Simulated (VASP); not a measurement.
# MgS (Pm-3m) in VASP: settings compared

Aim: see how the results for MgS move with the level of theory and the settings. Levels: PBEsol, PBE-based screened hybrid with 10 % exact exchange. Tasks: single point.

Everything below comes from runs of VASP 6.6.1. Logs are shortened: lines on timing, memory, paths and dates and some standing lists are left out, and cuts for length are marked.

## (1) The cell of the first run

The structure is cubic, space group Pm-3m (No. 221). The conventional cell has a = 3.263 Å, b = 3.263 Å, c = 3.263 Å, α = 90.00°, β = 90.00°, γ = 90.00°. Within 3.7 Å of Mg (site symmetry m-3m) lie 8 S at 2.83 Å and 6 Mg at 3.26 Å. S (site symmetry m-3m) has 8 Mg at 2.83 Å and 6 S at 3.26 Å within 3.7 Å.

## (2) Single point, PBEsol

Input file INCAR:

```
SYSTEM = MgS
ALGO = Normal
EDIFF = 1E-6
ENCUT = 840
GGA = PS
GGA_COMPAT = .FALSE.
ISIF = 2
ISMEAR = -1
LASPH = .TRUE.
LCHARG = .TRUE.
LELF = .TRUE.
LREAL = .FALSE.
LVHAR = .TRUE.
LWAVE = .FALSE.
NBANDS = 15
NELM = 120
PREC = Accurate
SIGMA = 0.02
```

Input file KPOINTS:

```
k-points
0
G
  4 4 4
  0 0 0
```

Input file POSCAR:

```
MgS
1.0
    3.2628174072      0.0000000000      0.0000000000
    0.0000000000      3.2628174072      0.0000000000
    0.0000000000      0.0000000000      3.2628174072
Mg S
1 1
Direct
    0.0000000000      0.0000000000      0.0000000000
    0.5000000000      0.5000000000      0.5000000000
```

Potentials or basis: VASP PAW PBE potentials, release 64 (Mg_sv, S).

The run is started by

```bash
cat potpaw_PBE.64/Mg_sv/POTCAR potpaw_PBE.64/S/POTCAR > POTCAR
mpirun -np 1 vasp_std > vasp.out
```

OUTCAR:

```text
SYSTEM = MgS
   EDIFF = 1E-6
   ENCUT = 840
   GGA = PS
   ISIF = 2
   ISMEAR = -1
   LASPH = .TRUE.
   LREAL = .FALSE.
   NELM = 120
   PREC = Accurate

 ion  position               nearest neighbor table
   1  0.000  0.000  0.000-
   2  0.500  0.500  0.500-

  LATTYP: Found a simple cubic cell.
 ALAT       =     3.2628174072

  Lattice vectors:

 A1 = (   3.2628174072,   0.0000000000,   0.0000000000)
 A2 = (   0.0000000000,   3.2628174072,   0.0000000000)
 A3 = (   0.0000000000,   0.0000000000,   3.2628174072)

Analysis of symmetry for initial positions (statically):
=====================================================================
 Subroutine PRICEL returns:
 Original cell was already a primitive cell.

 Routine SETGRP: Setting up the symmetry group for a
 simple cubic supercell.

 Subroutine GETGRP returns: Found 48 space group operations
 (whereof 48 operations were pure point group operations)
 out of a pool of 48 trial point group operations.

The static configuration has the point symmetry O_h .

Analysis of symmetry for dynamics (positions and initial velocities):
=====================================================================
 Subroutine PRICEL returns:
 Original cell was already a primitive cell.

 Routine SETGRP: Setting up the symmetry group for a
 simple cubic supercell.

 Subroutine GETGRP returns: Found 48 space group operations
 (whereof 48 operations were pure point group operations)
 out of a pool of 48 trial point group operations.

The dynamic configuration has the point symmetry O_h .

 Subroutine INISYM returns: Found 48 space group operations
 (whereof 48 operations are pure point group operations),
 and found     1 'primitive' translations

----------------------------------------------------------------------------------------

                                     Primitive cell

  volume of cell :      34.7359

  direct lattice vectors                    reciprocal lattice vectors
     3.262817407  0.000000000  0.000000000     0.306483592  0.000000000  0.000000000
     0.000000000  3.262817407  0.000000000     0.000000000  0.306483592  0.000000000
     0.000000000  0.000000000  3.262817407     0.000000000  0.000000000  0.306483592

  length of vectors
     3.262817407  3.262817407  3.262817407     0.306483592  0.306483592  0.306483592

  position of ions in fractional coordinates (direct lattice)
     0.000000000  0.000000000  0.000000000
     0.500000000  0.500000000  0.500000000

  ion indices of the primitive-cell ions
   primitive index   ion index
                 1           1
                 2           2

----------------------------------------------------------------------------------------

 KPOINTS: k-points

Automatic generation of k-mesh.
 Grid dimensions read from file:
 generate k-points for:    4    4    4

 Generating k-lattice:

  Cartesian coordinates                     Fractional coordinates (reciprocal lattice)
     0.076620898  0.000000000  0.000000000     0.250000000  0.000000000  0.000000000
     0.000000000  0.076620898  0.000000000     0.000000000  0.250000000  0.000000000
     0.000000000  0.000000000  0.076620898     0.000000000  0.000000000  0.250000000

  Length of vectors
     0.076620898  0.076620898  0.076620898

  Shift w.r.t. Gamma in fractional coordinates (k-lattice)
     0.000000000  0.000000000  0.000000000

 Subroutine IBZKPT returns following result:
 ===========================================

 Found     10 irreducible k-points:

 Following reciprocal coordinates:
            Coordinates               Weight
  0.000000  0.000000  0.000000      1.000000
  0.250000  0.000000  0.000000      6.000000
  0.500000  0.000000  0.000000      3.000000
  0.250000  0.250000  0.000000     12.000000
  0.500000  0.250000  0.000000     12.000000
  0.500000  0.500000  0.000000      3.000000
  0.250000  0.250000  0.250000      8.000000
  0.500000  0.250000  0.250000     12.000000
  0.500000  0.500000  0.250000      6.000000
  0.500000  0.500000  0.500000      1.000000
   k-points           NKPTS =     10   k-points in BZ     NKDIM =     10   number of bands    NBANDS=     15
   number of dos      NEDOS =    301   number of ions     NIONS =      2
   total plane-waves  NPLWV =  32768
   dimension x,y,z NGX =    32 NGY =   32 NGZ =   32
   dimension x,y,z NGXF=    64 NGYF=   64 NGZF=   64
   ions per type =               1   1
   NGX,Y,Z   is equivalent  to a cutoff of  16.30, 16.30, 16.30 a.u.
   NGXF,Y,Z  is equivalent  to a cutoff of  32.61, 32.61, 32.61 a.u.
 SYSTEM =  MgS
   PREC   = accura    normal or accurate (medium, high low for compatibility)
   ISTART =      0    job   : 0-new  1-cont  2-samecut
   ICHARG =      2    charge: 1-file 2-atom 10-const
   ISPIN  =      1    spin polarized calculation?
   LNONCOLLINEAR =      F non collinear calculations
   LSORBIT =      F    spin-orbit coupling
   LASPH  =      T    aspherical Exc in radial PAW
   ENCUT  =  840.0 eV  61.74 Ry    7.86 a.u.   7.71  7.71  7.71*2*pi/ulx,y,z
   NELM   =    120;   NELMIN=  2; NELMDL= -5     # of ELM steps
   EDIFF  = 0.1E-05   stopping-criterion for ELM
   LREAL  =      F    real-space projection
[... 7 lines left out ...]
   TEBEG  =    0.0;   TEEND  =   0.0 temperature during run
   PSTRESS=    0.0 pullay stress
   NELECT =      16.0000    total number of electrons
   NUPDOWN=      -1.0000    fix difference up-down
   EMIN   =  10.00;   EMAX   =-10.00  energy-range for DOS
   EFERMI =   0.00;   METHOD = LEGACY
   ISMEAR =    -1;   SIGMA  =   0.02  broadening in eV -4-tet -1-fermi 0-gaus
   EFERMI_NEDOS =   21; number of points for ismear=-14 and -15
   IALGO  =     38    algorithm
   IMIX   =      4    mixing-type and parameters
     AMIX     =   0.40;   BMIX     =  1.00
     AMIX_MAG =   1.60;   BMIX_MAG =  1.00
  volume/ion in A,a.u.               =      17.37       117.20
  Fermi-wavevector in a.u.,A,eV,Ry     =   1.264315  2.389209 21.748819  1.598493
  Thomas-Fermi vector in A             =   2.397627
   LORBIT       =      0    0 simple, 1 ext, 2 COOP (PROOUT), +10 PAW based schemes
   GGA     = PS    functional components
   LHFCALC =     F    Hartree Fock is set to
   AEXX    =    0.0000 exact exchange contribution
   IVDW    =     0    specifies the selected vdW correction
   LEPSILON=     F    determine dielectric tensor
   LRPA    =     F    only Hartree local field effects (RPA)
 non-spin polarized calculation
  energy-cutoff  :      840.00
  volume of cell :       34.74
 maximum number of plane-waves:      1936
 NGX is ok and might be reduce to    32
   NGX = 15   NGY = 15   NGZ = 15

 number of electron      16.0000018 magnetization

 Free energy of the ion-electron system (eV)
  ---------------------------------------------------
  ext. energy  EPLUGINS =         0.00000000
  ---------------------------------------------------
  free energy    TOTEN  =        -7.79137461 eV

  energy without entropy =       -7.79137062  energy(sigma->0) =       -7.79137262

 E-fermi :   5.2097     XC(G=0): -10.1338

 val. band max:        4.9972834842   @ k =   0.5000   0.2500   0.0000
 cond. band min:       5.3944672098   @ k =   0.5000   0.5000   0.0000
 fundamental gap:      0.3971837257
 Fermi energy:         5.2097287974

 k-point     1 :       0.0000    0.0000    0.0000
  band No.  band energies     occupation
      1     -71.0567      2.00000
      2     -37.9985      2.00000
      3     -37.9985      2.00000
      4     -37.9985      2.00000
      5      -8.7875      2.00000
      6       3.9060      2.00000
      7       3.9060      2.00000
      8       3.9060      2.00000
      9       6.0483      0.00000
     10       9.5091      0.00000
     11       9.5091      0.00000
     12      17.7232      0.00000
     13      17.7232      0.00000
     14      17.7232      0.00000
     15      18.5239      0.00000

 k-point     2 :       0.2500    0.0000    0.0000
  band No.  band energies     occupation
      1     -71.0563      2.00000
      2     -38.0050      2.00000
      3     -37.9979      2.00000
      4     -37.9979      2.00000
      5      -8.2775      2.00000
      6       0.5865      2.00000
      7       4.2488      2.00000
      8       4.2488      2.00000
      9       7.6658      0.00000
     10      10.3520      0.00000
     11      12.1247      0.00000
     12      14.3946      0.00000
     13      14.3946      0.00000
     14      16.8211      0.00000
     15      17.3184      0.00000

 k-point     3 :       0.5000    0.0000    0.0000
  band No.  band energies     occupation
      1     -71.0560      2.00000
      2     -38.0115      2.00000
      3     -37.9974      2.00000
      4     -37.9974      2.00000
      5      -7.5913      2.00000
      6      -1.4889      2.00000
      7       4.6617      2.00000
      8       4.6617      2.00000
      9       9.0203      0.00000
     10      11.5000      0.00000
     11      12.3370      0.00000
     12      12.6438      0.00000
     13      12.6438      0.00000
     14      13.6708      0.00000
     15      20.3357      0.00000
[... 91 lines left out ...]
 k-point     9 :       0.5000    0.5000    0.2500
  band No.  band energies     occupation
      1     -71.0549      2.00000
      2     -38.0093      2.00000
      3     -38.0093      2.00000
      4     -38.0025      2.00000
      5      -6.2170      2.00000
      6       0.6874      2.00000
      7       0.6874      2.00000
      8       3.1199      2.00000
      9       5.5457      0.00000
     10       9.0697      0.00000
     11       9.0697      0.00000
     12      13.3338      0.00000
     13      16.5858      0.00000
     14      19.2689      0.00000
     15      19.2689      0.00000

 k-point    10 :       0.5000    0.5000    0.5000
  band No.  band energies     occupation
      1     -71.0545      2.00000
      2     -38.0087      2.00000
      3     -38.0087      2.00000
      4     -38.0087      2.00000
      5      -5.7172      2.00000
      6       1.4341      2.00000
      7       1.4341      2.00000
      8       1.4341      2.00000
      9       6.8171      0.00000
     10       6.8171      0.00000
     11       6.8171      0.00000
     12      10.5866      0.00000
     13      21.6087      0.00000
     14      21.6087      0.00000
     15      21.6087      0.00000

------------------------ aborting loop because EDIFF is reached ----------------------------------------

  FORCE on cell =-STRESS in cart. coord.  units (eV):
  Direction    XX          YY          ZZ          XY          YZ          ZX
  --------------------------------------------------------------------------------------
  -------------------------------------------------------------------------------------
  Total       -0.2865903     -0.2865903     -0.2865903     -0.0000000      0.0000000      0.0000000
  in kB      -13.2188533    -13.2188533    -13.2188533     -0.0000000      0.0000000      0.0000000
  external PRESSURE =     -13.2188533 kB  Pullay stress =       0.0000000 kB

 VOLUME and BASIS-vectors are now :
 -----------------------------------------------------------------------------
  energy-cutoff  :      840.00
  volume of cell :       34.74
      direct lattice vectors                 reciprocal lattice vectors
     3.262817407  0.000000000  0.000000000     0.306483592  0.000000000  0.000000000
     0.000000000  3.262817407  0.000000000     0.000000000  0.306483592  0.000000000
     0.000000000  0.000000000  3.262817407     0.000000000  0.000000000  0.306483592

 POSITION                                       TOTAL-FORCE (eV/Angst)
 -----------------------------------------------------------------------------------
      0.00000      0.00000      0.00000         0.000000      0.000000      0.000000
      1.63141      1.63141      1.63141         0.000000      0.000000      0.000000
 -----------------------------------------------------------------------------------
    total drift:                                0.000000      0.000000     -0.000000

  FREE ENERGIE OF THE ION-ELECTRON SYSTEM (eV)
  ---------------------------------------------------
  free  energy   TOTEN  =        -7.7913746143 eV

  energy  without entropy=       -7.7913706180  energy(sigma->0) =       -7.79137262
```

Run time: 6.8 s. Hardware: 1 thread of AMD EPYC 7R13 (Zen 3), shared host; peak memory 0.14 GiB.

Results:

```yaml
Free_energy: -7.7914 eV
Pressure: -1.3 GPa
Band_gap_on_the_k_mesh: 0.40 eV (least direct gap 0.61 eV)
```

Caveat: the k points lie up to 0.48 Å⁻¹ apart; the structure was generated, so it needn't be the stable form of MgS; semilocal functionals underestimate gaps, and a narrow one can read as zero; the PAW data sets were made with another functional, which shifts forces and pressure a little. A k mesh can miss the band edges.

## (3) Single point, PBE-based screened hybrid with 10 % exact exchange

POSCAR is that of step 2.

Input file INCAR.step1:

```
SYSTEM = MgS
ALGO = Normal ; EDIFF = 1E-5
ENCUT = 620 ; GGA = PE
GGA_COMPAT = .False. ; ISIF = 2
ISMEAR = -1 ; LASPH = .True.
LCHARG = .False. ; LREAL = .False.
LWAVE = .True. ; NBANDS = 15
NELM = 120 ; PREC = Accurate
SIGMA = 0.02
```

Input file INCAR.step2:

```
SYSTEM = MgS
AEXX = 0.1 ; ALGO = Normal
EDIFF = 1E-6 ; ENCUT = 620
GGA = PE ; GGA_COMPAT = .False.
HFSCREEN = 0.1 ; ISIF = 2
ISMEAR = -1 ; ISTART = 1
LASPH = .True. ; LCHARG = .False.
LHFCALC = .True. ; LREAL = .False.
LWAVE = .False. ; NBANDS = 15
NELM = 120 ; PREC = Accurate
PRECFOCK = Normal ; SIGMA = 0.02
```

Input file KPOINTS:

```
k-points
0
Gamma
  4 4 4
  0 0 0
```

Potentials or basis: VASP PAW PBE potentials, release 64 (Mg_sv, S).

The run is started by

```bash
cat potpaw_PBE.64/Mg_sv/POTCAR potpaw_PBE.64/S/POTCAR > POTCAR
cp INCAR.step1 INCAR
mpirun -np 1 vasp_std > vasp.out
cp INCAR.step2 INCAR
mpirun -np 1 vasp_std > vasp.out
```

It took 3.2 min on 1 thread of Intel Xeon Platinum 8259CL at 2.50GHz (Skylake/Cascade Lake), shared host; peak memory 0.25 GiB.

It converged, with:

```
Free energy            : -7.8245 eV
Pressure               : -0.2 GPa
Band gap on the k mesh : 0.38 eV
```

Levels at points of the mesh, in eV from the valence-band top:
```csv
k point,band 4,band 5,band 6,band 7,band 8,band 9,band 10,band 11,band 12,band 13
"(0.00, 0.00, 0.00)",-44.64,-14.52,-1.30,-1.30,-1.30,1.46,4.97,4.97,13.39,13.39
"(0.50, 0.00, 0.00)",-44.64,-13.29,-6.84,-0.52,-0.52,4.50,7.05,7.84,8.14,8.14
"(0.50, 0.50, 0.00)",-44.64,-12.29,-5.14,-5.14,0.00,0.38,8.31,9.19,9.19,9.79
"(0.50, 0.50, 0.50)",-44.65,-11.37,-3.82,-3.82,-3.82,2.21,2.21,2.21,6.12,17.36
```

Caveat: the k points lie up to 0.48 Å⁻¹ apart; the structure was generated, so it needn't be the stable form of MgS; the PAW data sets were made with another functional, which shifts forces and pressure a little.
